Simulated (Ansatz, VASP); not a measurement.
**CsLa5 in VASP and in Ansatz**

```
Cs La
1.0
     3.63177   -3.63723    0.00000
     3.63177    3.63723    0.00000
     0.00000    0.00000   11.88285
Cs La
1 5
Direct
  0.50000 0.50000 0.50000
  0.50000 0.00000 0.82781
  0.00000 0.50000 0.17219
  0.50000 0.00000 0.17219
  0.00000 0.50000 0.82781
  0.00000 0.00000 0.00000
```

Alike in both runs: functional PBE; k mesh 4 × 4 × 2; occupations gaussian, width 0.1 eV; no spin polarisation.

Ansatz relaxed the structure, and its values are those at the end. VASP's run is a single point on that final structure, the one shown.

```csv
,VASP,Ansatz
version,VASP 6.6.1,Ansatz 0.2.0
potentials or method,"VASP PAW PBE potentials, release 64 (Cs_sv, La), cutoff 520 eV","scalar-relativistic, plane waves, PAW"
valence electrons in the cell,64,64
```

Ansatz gave:

| Quantity | Value |
| --- | --- |
| gap on the k mesh at the Fermi level (eV) | none |
| pressure (GPa) | 0.0 |
| rms of the force components (eV/Å) | 0.009 |

Q: What did VASP give for the same quantities?

A: gap on the k mesh at the Fermi level (eV): none; pressure (GPa): 0.0; rms of the force components (eV/Å): 0.008.

A gap of «none» marks a metal or a gap that the smearing closes.

Neither program's run includes spin-orbit coupling.
